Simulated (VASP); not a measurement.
Here is a VASP 6.6.1 calculation.

Contents of POSCAR:

```
Ba
1.0
    4.7271080281      0.0000000000      0.0000000000
   -2.3635540140      4.0937956388      0.0000000000
    0.0000000000      0.0000000000     15.4848432715
Ba
4
Direct
    0.0000000000      1.0000000000      0.0000000000
    0.0000000000      1.0000000000      0.5000000000
    0.3333333333      0.6666666667      0.2500000000
    0.6666666667      0.3333333333      0.7500000000
```

Contents of INCAR.step1:

```
SYSTEM = Ba
PREC = Accurate
ENCUT = 520
ISMEAR = -1
SIGMA = 0.1
LREAL = .FALSE.
LASPH = .TRUE.
NELM = 60
NBANDS = 28
GGA = PE
ALGO = Normal
EDIFF = 1E-4
LWAVE = .TRUE.
LCHARG = .FALSE.
```

File INCAR.step2:

```
SYSTEM = Ba
PREC = Accurate
ENCUT = 520
EDIFF = 1E-6
ISMEAR = -1
SIGMA = 0.1
LREAL = .FALSE.
LASPH = .TRUE.
NELM = 60
ALGO = Normal
ISIF = 2
LWAVE = .FALSE.
LCHARG = .FALSE.
METAGGA = R2SCAN
LMIXTAU = .TRUE.
NBANDS = 28
ISTART = 1
```

The input KPOINTS:

```
regular mesh
0
G
  9 9 3
  0 0 0
```

Potentials or basis: VASP PAW PBE potentials, release 64 (Ba_sv).

Launch:

```sh
$ cat potpaw_PBE.64/Ba_sv/POTCAR > POTCAR
$ cp INCAR.step1 INCAR
$ mpirun -np 1 vasp_std > vasp.out
$ cp INCAR.step2 INCAR
$ mpirun -np 1 vasp_std > vasp.out
```

(1) Predict the band gap on the k mesh.

(2) Estimate the pressure.

## Answers

(1) zero (bands 20 and 21 overlap by 0.06 eV).

(2) -0.7 GPa.

Caveat: the PAW data sets were made with another functional, which shifts forces and pressure a little; spin-orbit coupling is left out, which moves the levels of the heavy elements.
